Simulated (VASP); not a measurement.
Input of a VASP 6.6.1 run:

File INCAR:

```
SYSTEM = HfC
PREC = Accurate
ENCUT = 600
EDIFF = 1E-6
ISMEAR = 0
SIGMA = 0.1
LREAL = .FALSE.
LASPH = .TRUE.
NELM = 120
ALGO = Normal
ISIF = 2
LWAVE = .FALSE.
LCHARG = .FALSE.
GGA = PS
NBANDS = 14
GGA_COMPAT = .FALSE.
```

Contents of KPOINTS:

```
regular mesh
0
G
  16 16 16
  0 0 0
```

The input POSCAR:

```
HfC
1.0
    0.0000000000      2.3035754734      2.3035754734
    2.3035754734      0.0000000000      2.3035754734
    2.3035754734      2.3035754734      0.0000000000
Hf C
1 1
Direct
    0.0000000000      0.0000000000      0.0000000000
    0.5000000000      0.5000000000      0.5000000000
```

Potentials or basis: VASP PAW PBE potentials, release 64 (Hf_pv, C).

The run is started by

```console
$ cat potpaw_PBE.64/Hf_pv/POTCAR potpaw_PBE.64/C/POTCAR > POTCAR
$ mpirun -np 1 vasp_std > vasp.out
```

Task: Estimate the band gap on the k mesh.

Result: Zero (band 7 reaches 7.06 eV, above the bottom of band 8 at 5.60 eV).

Task: Estimate the pressure.

Result: -0.4 GPa.

Caveat: the PAW data sets were made with another functional, which shifts forces and pressure a little; spin-orbit coupling is left out, which moves the levels of the heavy elements.
